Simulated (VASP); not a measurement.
Set up this calculation in VASP 6.6.1, as the native input.

* Task: single point
* Functional: PBEsol
* Potentials or basis: VASP PAW PBE potentials, release 64 (Hg)
* Cutoff: 520 eV
* k mesh: 10 × 10 × 4
* Occupations: gaussian, width 0.05 eV
* Spin: no spin polarisation
* Dipole correction: no
* Further INCAR settings: ALGO = Fast; EDIFF = 1e-07; NBANDS = 12

The structure of Hg lies in POSCAR:

```
Hg
1.0
    3.0637466888      0.0005966067     -0.0000002044
    1.5309294589      2.6570946376      0.0000027342
    0.0082737613      1.6952117226      8.1839369969
Hg
1
Direct
    0.5000000000      0.0000000000      0.0000000000
```

This cell differs from its parent crystal: strain -0.050 along x and y, -0.050 along z.

One way to write it, as run:

INCAR

```
ALGO = Fast ; EDIFF = 1E-7
ENCUT = 520 ; GGA = PS
ISIF = 2 ; ISMEAR = 0
LASPH = True ; LCHARG = True
LELF = True ; LREAL = False
LVHAR = True ; LWAVE = False
NBANDS = 12 ; NELM = 100
PREC = Accurate ; SIGMA = 0.05
```

KPOINTS

```
k-points
0
Gamma
  10 10 4
```

Potentials or basis: VASP PAW PBE potentials, release 64 (Hg).

The run is started by

```sh
$ cat potpaw_PBE.64/Hg/POTCAR > POTCAR
$ mpirun -np 1 vasp_std > vasp.out
```

Results of the run:

```
Pressure               : 0.6 GPa
Band gap on the k mesh : zero (bands 6 and 7 overlap by 0.04 eV)
```

Caveat: the cell differs from its parent crystal (strain -0.050 along x and y, -0.050 along z); the PAW data sets were made with another functional, which shifts forces and pressure a little; spin-orbit coupling is left out, which moves the levels of the heavy elements.

Run time: 3.7 min on 1 thread of Oxide Virtual Turin-like Processor (shared host), peak memory 0.26 GiB.
